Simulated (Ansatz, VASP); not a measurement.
Two plane-wave programs on CdF2

Contents of INCAR:

```
SYSTEM = CdF2
PREC = Accurate
ENCUT = 520
EDIFF = 1E-6
ISMEAR = 1
SIGMA = 0.001
LREAL = .FALSE.
LASPH = .TRUE.
NELM = 60
ALGO = Normal
ISIF = 2
LWAVE = .FALSE.
LCHARG = .TRUE.
GGA = PE
LELF = .TRUE.
LVHAR = .TRUE.
NBANDS = 20
```

The input KPOINTS:

```
Automatic mesh
0
G
  6 6 6
  0 0 0
```

POSCAR

```
CdF2
1.0
    0.0000000000      2.6941776810      2.6941776810
    2.6941776810      0.0000000000      2.6941776810
    2.6941776810      2.6941776810      0.0000000000
Cd F
1 2
Direct
    0.0000000000      0.0000000000      0.0000000000
    0.2500000000      0.2500000000      0.2500000000
    0.7500000000      0.7500000000      0.7500000000
```

Input for Ansatz:

```yaml
crystal:
  lattice:
    - [0.0, 2.694177681, 2.694177681]
    - [2.694177681, 0.0, 2.694177681]
    - [2.694177681, 2.694177681, 0.0]
  atoms:
    - { symbol: Cd, position: [0.0, 0.0, 0.0] }
    - { symbol: F, position: [0.25, 0.25, 0.25] }
    - { symbol: F, position: [0.75, 0.75, 0.75] }
kpoints:
  mp_grid: { grid: [6, 6, 6] }
hamiltonian:
  xc: pbe
scf:
  occupations: { method: cold, width: 0.001 }
  n_extra_bands: 4
output:
  forces: true
  stress: true
  eigenvalues: true
```

Alike in both runs: task single point; functional PBE; k mesh 6 × 6 × 6; no spin polarisation.

|  | VASP | Ansatz |
| --- | --- | --- |
| version | VASP 6.6.1 | Ansatz 0.2.0 |
| potentials or method | VASP PAW PBE potentials, release 64 (Cd, F) | plane waves |
| plane-wave cutoff (eV) | 520 | 420 |
| occupations | methfessel-paxton of order 1, width 0.001 eV | cold, width 0.001 eV |
| valence electrons in the cell | 26 | 34 |

```csv
,VASP,Ansatz,Ansatz less VASP
gap on the k mesh at the Fermi level (eV),3.09,3.12,+0.033
pressure (GPa),6.2,5.4,-0.75
```

VASP's potentials hold 26 valence electrons a cell and Ansatz's 34, so a difference there can come from the potentials and not from the codes.
